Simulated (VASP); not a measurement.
**K2TaO3: single point with PBE**

The system is K2TaO3.

```
K Ta O
1.0
     4.86224    0.00000    0.00000
     0.00000    4.86224    0.00000
     0.00000    0.00000    4.85376
K Ta O
2 1 3
Cartesian
  0.0000 2.4311 1.5819
  2.4311 0.0000 3.2719
  0.0000 0.0000 0.0000
  2.4311 2.4311 2.4269
  0.0000 2.4311 3.7830
  2.4311 0.0000 1.0708
```

The cell was generated, and may not be a known phase.

* Program: VASP 6.6.1
* Task: single point
* Functional: PBE
* Potentials or basis: VASP PAW PBE potentials, release 64 (K_sv, Ta_pv, O)
* Cutoff: 520 eV
* k mesh: 4 × 4 × 4
* Occupations: gaussian, width 0.1 eV
* Spin: collinear spin
* Starting moments: [0.0, 0.0, 1.0, 0.0, 0.0, 0.0] μB

| Quantity | Value |
| --- | --- |
| Pressure | -5.0 GPa |
| Largest force | 3.966 eV/Å |
| Net moment | 0.00 μB per cell |
| Valence electrons inside the program's atomic spheres | K 7.66; Ta 8.37; O 4.78, 4.79 (each value once) |

Forces on the atoms (eV/Å):
```
K    0.000  0.000 -0.488
K    0.000  0.000  0.488
Ta   0.000  0.000  0.000
O    0.000  0.000  0.000
O    0.000  0.000  3.966
O    0.000  0.000 -3.966
```

Stress tensor (GPa, compression positive):
```
-13.60   0.00   0.00
  0.00 -13.60   0.00
  0.00   0.00  12.17
```

Levels at points of the mesh, in eV from the Fermi level:
Spin up:
| k point | band 19 | band 20 | band 21 | band 22 | band 23 | band 24 | band 25 | band 26 | band 27 | band 28 |
| --- | --- | --- | --- | --- | --- | --- | --- | --- | --- | --- |
| (0.00, 0.00, 0.00) | -1.80 | -1.59 | -1.46 | -0.42 | -0.18 | 0.08 | 0.08 | 1.12 | 1.18 | 1.24 |
| (0.50, 0.00, 0.00) | -1.69 | -1.25 | -0.88 | -0.51 | -0.14 | -0.08 | 0.32 | 0.51 | 1.11 | 1.23 |
| (0.50, 0.50, 0.00) | -1.32 | -1.32 | -0.62 | -0.62 | -0.54 | 0.15 | 0.15 | 0.24 | 0.72 | 1.17 |
| (0.00, 0.00, 0.50) | -2.14 | -2.14 | -0.71 | -0.12 | -0.01 | 0.11 | 0.11 | 1.10 | 1.10 | 1.33 |
| (0.50, 0.00, 0.50) | -2.42 | -2.11 | -0.53 | -0.17 | -0.08 | 0.09 | 0.21 | 0.60 | 0.95 | 1.43 |
| (0.50, 0.50, 0.50) | -2.39 | -1.53 | -0.65 | -0.65 | 0.02 | 0.05 | 0.05 | 0.22 | 0.91 | 1.43 |
Spin down:
```tsv
k point	band 19	band 20	band 21	band 22	band 23	band 24	band 25	band 26	band 27	band 28
(0.00, 0.00, 0.00)	-1.80	-1.59	-1.46	-0.42	-0.18	0.08	0.08	1.12	1.18	1.24
(0.50, 0.00, 0.00)	-1.69	-1.25	-0.88	-0.50	-0.14	-0.08	0.32	0.51	1.12	1.23
(0.50, 0.50, 0.00)	-1.32	-1.32	-0.62	-0.62	-0.53	0.15	0.15	0.24	0.72	1.17
(0.00, 0.00, 0.50)	-2.14	-2.14	-0.71	-0.12	-0.01	0.11	0.11	1.10	1.10	1.33
(0.50, 0.00, 0.50)	-2.42	-2.11	-0.53	-0.16	-0.08	0.10	0.21	0.60	0.95	1.43
(0.50, 0.50, 0.50)	-2.39	-1.53	-0.65	-0.65	0.02	0.05	0.05	0.22	0.91	1.43
```

Wall time 17 min on 1 thread of Intel Xeon 8259CL (shared host), peak memory 0.32 GiB.

Caveat: the stress differs along the axes, from -14 to 12 GPa; spin-orbit coupling is left out, which moves the levels of the heavy elements; forces of over 1 eV/Å act on the atoms, so gaps and moduli don't describe the material at rest.
